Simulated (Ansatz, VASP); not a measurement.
## ZrO5 in VASP and in Ansatz

```
CELL_PARAMETERS angstrom
4.19922 0.00000 0.00000
-2.09961 3.63663 0.00000
0.00000 0.00000 4.07306
ATOMIC_POSITIONS crystal
Zr 0.00000 0.00000 0.00000
O 0.33333 0.66667 0.16948
O 0.33333 0.66667 0.83052
O 0.66667 0.33333 0.83052
O 0.66667 0.33333 0.16948
O 0.00000 0.00000 0.50000
```

Alike in both runs: task single point; functional PBE; k mesh 6 × 6 × 4; occupations gaussian, width 0.1 eV; collinear spin.

|  | VASP | Ansatz |
| --- | --- | --- |
| version | VASP 6.6.1 | Ansatz 0.2.0 |
| potentials or method | VASP PAW PBE potentials, release 64 (Zr_sv, O), cutoff 520 eV | scalar-relativistic, plane waves, PAW |
| valence electrons in the cell | 42 | 42 |

|  | VASP | Ansatz | Ansatz less VASP |
| --- | --- | --- | --- |
| gap on the k mesh at the Fermi level (eV) | none | none | - |
| pressure (GPa) | 1.0 | 0.0 | -0.97 |
| traceless stress, the component that is largest in VASP (GPa) | 2.01 | -0.03 | -2.038 |
| rms of the force components (eV/Å) | 0.183 | 0.007 | -0.1764 |
| net moment per atom (μB) | 0.00 | 0.00 | 0.000 |

Atom by atom the forces differ by 0.190 eV/Å (rms over components). A gap of «none» marks a metal or a gap that the smearing closes. Ansatz's warnings: seeded moment not kept.

The k mesh is coarse, so the values compare programs but aren't converged.
